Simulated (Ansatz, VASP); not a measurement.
**MoS2 in VASP and in Ansatz**

```
CELL_PARAMETERS angstrom
3.14924 0.00000 0.00000
-1.57462 2.72732 0.00000
0.00000 0.00000 12.08881
ATOMIC_POSITIONS crystal
Mo 0.33333 0.66667 0.25000
Mo 0.66667 0.33333 0.75000
S 0.33333 0.66667 0.62047
S 0.66667 0.33333 0.12047
S 0.33333 0.66667 0.87953
S 0.66667 0.33333 0.37953
```

Alike in both runs: functional PBE; dispersion D3(BJ); k mesh 12 × 12 × 4; occupations gaussian, width 0.02 eV; no spin polarisation.

Ansatz relaxed the structure, and its values are those at the end. VASP's run is a single point on that final structure, the one shown.

|  | VASP | Ansatz |
| --- | --- | --- |
| version | VASP 6.6.1 | Ansatz 0.2.0 |
| potentials or method | VASP PAW PBE potentials, release 64 (Mo_sv, S), cutoff 520 eV | scalar-relativistic, plane waves, PAW |
| valence electrons in the cell | 52 | 52 |

Ansatz gave:

```
gap on the k mesh at the Fermi level (eV) : 0.78
least direct gap on the mesh (eV)         : 1.70
pressure (GPa)                            : 0.0
rms of the force components (eV/Å)        : 0.000
```

What did VASP give for the same quantities?

gap on the k mesh at the Fermi level (eV): 0.80; least direct gap on the mesh (eV): 1.70; pressure (GPa): -0.1; rms of the force components (eV/Å): 0.006.
